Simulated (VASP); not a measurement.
Ba, 1 atom in the cell. It takes space group Im-3m (No. 229, cubic). The conventional cell has a = 4.875 Å, b = 4.875 Å, c = 4.875 Å, α = 90.00°, β = 90.00°, γ = 90.00°. Ba (site symmetry m-3m) has 14 Ba at 4.22 to 4.88 Å within 5.5 Å.  This cell differs from its parent crystal: strain -0.025 along x and y, -0.025 along z.

```yaml
Program: VASP 6.6.1
Task: single point
Functional: PBEsol
Potentials_or_basis: VASP PAW PBE potentials, release 64 (Ba_sv)
Cutoff: 520 eV
k_mesh: 14 × 14 × 14
Occupations: gaussian, width 0.15 eV
Spin: no spin polarisation
Dipole_correction: no
Further_INCAR_settings: ALGO = Normal; EDIFF = 1e-06; NBANDS = 11
```

Potentials or basis: VASP PAW PBE potentials, release 64 (Ba_sv).

The run is started by

```bash
$ cat potpaw_PBE.64/Ba_sv/POTCAR > POTCAR
$ mpirun -np 1 vasp_std > vasp.out
```

Hardware: 1 thread of Intel(R) Xeon(R) Platinum 8259CL CPU @ 2.50GHz (Skylake/Cascade Lake), on a shared host.

Task: How long does it take, and how much memory?

Result: Wall time 24 s on 1 thread of Intel(R) Xeon(R) Platinum 8259CL CPU @ 2.50GHz (Skylake/Cascade Lake), on a shared host, peak memory 0.21 GiB. Counts: scf iterations 10, k points 104.
